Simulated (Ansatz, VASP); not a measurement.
## Two plane-wave programs on SiSbTe2

```
CELL_PARAMETERS angstrom
5.36469 0.00000 0.00000
-2.68235 4.64596 0.00000
0.00000 0.00000 5.19282
ATOMIC_POSITIONS crystal
Si 0.00000 0.00000 0.00000
Sb 0.00000 0.00000 0.50000
Te 0.33333 0.66667 0.00000
Te 0.66667 0.33333 0.00000
```

Alike in both runs: functional PBE; k mesh 12 × 12 × 10; occupations gaussian, width 0.1 eV; no spin polarisation.

Ansatz relaxed the structure, and its values are those at the end. VASP's run is a single point on that final structure, the one shown.

```csv
,VASP,Ansatz
version,VASP 6.6.1,Ansatz 0.2.0
potentials or method,"VASP PAW PBE potentials, release 64 (Si, Sb, Te), cutoff 520 eV","scalar-relativistic, plane waves, PAW"
valence electrons in the cell,21,51
```

```tsv
	VASP	Ansatz	Ansatz less VASP
gap on the k mesh at the Fermi level (eV)	none	none	-
pressure (GPa)	0.0	0.0	0.00
```

A gap of «none» marks a metal or a gap that the smearing closes. VASP's potentials hold 21 valence electrons a cell and Ansatz's 51, so a difference there can come from the potentials and not from the codes.

Spin-orbit coupling is off throughout.
